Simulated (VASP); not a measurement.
InP, 2 atoms in the cell. Symmetry: F-43m, No. 216, cubic system. Conventional cell: a = 5.861 Å, b = 5.861 Å, c = 5.861 Å, α = 90.00°, β = 90.00°, γ = 90.00°. In (site symmetry -43m) has 4 P at 2.54 Å within 3.3 Å. Within 3.3 Å of P (site symmetry -43m) lie 4 In at 2.54 Å. 

* Program: VASP 6.6.1
* Task: single point
* Functional: revPBE
* Potentials or basis: VASP PAW PBE potentials, release 64 (In_d, P)
* Cutoff: 520 eV
* k mesh: 5 × 5 × 5
* Occupations: fermi-dirac, width 0.05 eV
* Spin: no spin polarisation
* Dipole correction: no
* Further INCAR settings: ALGO = Normal; EDIFF = 1e-06; NBANDS = 16

Potentials or basis: VASP PAW PBE potentials, release 64 (In_d, P).

Launch:

```bash
$ cat potpaw_PBE.64/In_d/POTCAR potpaw_PBE.64/P/POTCAR > POTCAR
$ mpirun -np 1 vasp_std > vasp.out
```

Hardware: 1 thread of Intel Xeon 6975P-C, with other jobs on the host.

Estimate the wall time of this run.

Wall time 21 s on 1 thread of Intel Xeon 6975P-C (shared host), peak memory 0.17 GiB. Counts: scf iterations 14, k points 10.
